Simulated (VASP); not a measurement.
Wanted: the native input for a VASP 6.6.1 run.

```yaml
Task: single point
Functional: HSE06
Potentials_or_basis: VASP PAW PBE potentials, release 64 (Ca_sv, Se)
Cutoff: 520 eV
k_mesh: 4 × 4 × 4
Occupations: gaussian, width 0.01 eV
Spin: no spin polarisation
Dipole_correction: no
Grid_for_exact_exchange_PRECFOCK: Normal
Further_INCAR_settings: ALGO = Normal; EDIFF = 1e-06; NBANDS = 15
Share_of_exact_exchange: 0.25
Screening_parameter: 0.2079 1/Å
```

The system is CaSe.

```
Ca Se
1.0
     0.00000    3.27956    3.27956
     3.27956    0.00000    3.27956
     3.27956    3.27956    0.00000
Ca Se
1 1
Direct
  0.00000 0.00000 0.00000
  0.25000 0.25000 0.25000
```

The input as run:

POSCAR

```
CaSe
1.0
    0.0000000000      3.2795613712      3.2795613712
    3.2795613712      0.0000000000      3.2795613712
    3.2795613712      3.2795613712      0.0000000000
Ca Se
1 1
Direct
    0.0000000000      0.0000000000      0.0000000000
    0.2500000000      0.2500000000      0.2500000000
```

INCAR.step1

```
SYSTEM = CaSe
ALGO = Normal
EDIFF = 1E-5
ENCUT = 520
GGA = PE
ISIF = 2
ISMEAR = 0
LASPH = .TRUE.
LREAL = .FALSE.
LWAVE = .TRUE.
NBANDS = 15
NELM = 80
PREC = Accurate
SIGMA = 0.01
```

INCAR.step2

```
SYSTEM = CaSe
ALGO = Normal
EDIFF = 1E-6
ENCUT = 520
GGA = PE
HFSCREEN = 0.2079
ISIF = 2
ISMEAR = 0
ISTART = 1
LASPH = .TRUE.
LCHARG = .TRUE.
LELF = .TRUE.
LHFCALC = .TRUE.
LREAL = .FALSE.
LVHAR = .TRUE.
LWAVE = .FALSE.
NBANDS = 15
NELM = 80
PREC = Accurate
PRECFOCK = Normal
SIGMA = 0.01
```

KPOINTS

```
k-points
0
G
  4 4 4
  0 0 0
```

Potentials or basis: VASP PAW PBE potentials, release 64 (Ca_sv, Se).

Command:

```sh
$ cat potpaw_PBE.64/Ca_sv/POTCAR potpaw_PBE.64/Se/POTCAR > POTCAR
$ cp INCAR.step1 INCAR
$ mpirun -np 1 vasp_std > vasp.out
$ cp INCAR.step2 INCAR
$ mpirun -np 1 vasp_std > vasp.out
```

Results of the run:

- Pressure: 0.3 GPa
- Band gap on the k mesh: 4.09 eV (least direct gap 4.17 eV)

Caveat: the structure was generated, so it needn't be the stable form of CaSe; the PAW data sets were made with another functional, which shifts forces and pressure a little.

Wall time 8.8 min on 1 thread of Intel(R) Xeon(R) Platinum 8259CL CPU @ 2.50GHz (Skylake/Cascade Lake) (shared host), peak memory 0.31 GiB.
